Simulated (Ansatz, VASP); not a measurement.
## One calculation of Na2S, two programs

File INCAR:

```
SYSTEM = Na2S
PREC     = Accurate       ! precision mode
ENCUT    = 500            ! plane-wave cutoff, eV
EDIFF    = 1E-7           ! SCF threshold, eV
ISMEAR   = 0              ! smearing method
SIGMA    = 0.02           ! smearing width, eV
LREAL    = .False.        ! projectors in reciprocal space
LASPH    = .True.         ! aspherical terms in the spheres
NELM     = 120            ! most SCF steps
ALGO     = Normal         ! electronic algorithm
ISIF     = 3              ! what is computed and relaxed
LWAVE    = .False.        ! write WAVECAR
LCHARG   = .False.        ! write CHGCAR
GGA      = PE             ! functional
IBRION   = 2              ! ionic algorithm
NSW      = 100            ! ionic steps
EDIFFG   = -0.005         ! ionic threshold
GGA_COMPAT= .False.      
NELMIN   = 4
```

Contents of KPOINTS:

```
Automatic mesh
0
Gamma
  8 8 8
  0 0 0
```

POSCAR

```
Na2S
1.0
    0.0000000000      3.2735000000      3.2735000000
    3.2735000000      0.0000000000      3.2735000000
    3.2735000000      3.2735000000      0.0000000000
Na S
2 1
Direct
    0.2500000000      0.2500000000      0.2500000000
    0.7500000000      0.7500000000      0.7500000000
    0.0000000000      0.0000000000      0.0000000000
```

Input for Ansatz:

```yaml
crystal:
  lattice:
    - [0.0, 3.2735, 3.2735]
    - [3.2735, 0.0, 3.2735]
    - [3.2735, 3.2735, 0.0]
  atoms:
    - { symbol: Na, position: [0.25, 0.25, 0.25] }
    - { symbol: Na, position: [0.75, 0.75, 0.75] }
    - { symbol: S, position: [0.0, 0.0, 0.0] }
basis:
  ecutwfc: 420
kpoints:
  mp_grid: { grid: [8, 8, 8] }
hamiltonian:
  xc: pbe
scf:
  occupations: { method: gaussian, width: 0.02 }
output:
  forces: true
  stress: true
  eigenvalues: true
relax:
  adjacent_minimum: "off"
  f_tol: 0.005
  max_steps: 80
  cell: { stress_tol: 0.05 }
```

Alike in both runs: task relaxation of cell and atoms; functional PBE; k mesh 8 × 8 × 8; occupations gaussian, width 0.02 eV; no spin polarisation.

|  | VASP | Ansatz |
| --- | --- | --- |
| version | VASP 6.6.1 | Ansatz 0.2.0 |
| potentials or method | VASP PAW PBE potentials, release 64 (Na_pv, S), cutoff 500 eV | scalar-relativistic, plane waves, PAW |
| valence electrons in the cell | 20 | 24 |

|  | VASP | Ansatz | Ansatz less VASP |
| --- | --- | --- | --- |
| gap on the k mesh at the Fermi level, each at its own relaxed structure (eV) | 2.45 | 2.45 | +0.001 |
| relaxed volume (Å³/atom) | 23.60 | 23.61 | +0.009 |
| relaxed cell length with the largest relative difference (Å) | 4.644 | 4.644 | +0.0006 |

VASP's potentials hold 20 valence electrons a cell and Ansatz's 24, so a difference there can come from the potentials and not from the codes.
